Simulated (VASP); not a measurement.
Input of a VASP 6.6.1 run:

File INCAR:

```
  PREC = Accurate
  ENCUT = 600
  EDIFF = 1E-6
  ISMEAR = 0
  SIGMA = 0.1
  LREAL = False
  LASPH = True
  NELM = 60
  ALGO = Normal
  ISIF = 3
  LWAVE = False
  LCHARG = False
  GGA = PE
  IVDW = 12
  IBRION = 2
  NSW = 100
  EDIFFG = -0.005
```

File KPOINTS:

```
Automatic mesh
0
Gamma
  16 16 16
```

Contents of POSCAR:

```
Hg
1.0
    0.0000000000      2.3168736594      2.3168736594
    2.3168736594      0.0000000000      2.3168736594
    2.3168736594      2.3168736594      0.0000000000
Hg
1
Direct
    0.0000000000      0.0000000000      0.0000000000
```

Potentials or basis: VASP PAW PBE potentials, release 64 (Hg).

The run is started by

```console
$ cat potpaw_PBE.64/Hg/POTCAR > POTCAR
$ mpirun -np 1 vasp_std > vasp.out
```

Q: Estimate the band gap on the k mesh.

A: Zero (bands 6 and 7 overlap by 1.48 eV).

Q: Estimate the dispersion energy per atom.

A: -0.414 eV.

Q: What does it give for the relaxed cell?

A: a = 3.295 Å, b = 3.295 Å, c = 3.295 Å, α = 60.00°, β = 60.00°, γ = 60.00°.

Q: Estimate the space group after relaxing (to 0.1 Å).

A: Fm-3m (No. 225).

Step by step:
```
step  energy change (eV)  largest force (eV/Å)  pressure (GPa)  volume (Å³)
   1              0.0000                0.0000            0.28        24.87
   2             -0.0002                0.0000            0.17        25.03
   3             -0.0004                0.0000            0.02        25.30
```

Caveat: spin-orbit coupling is left out, which moves the levels of the heavy elements.
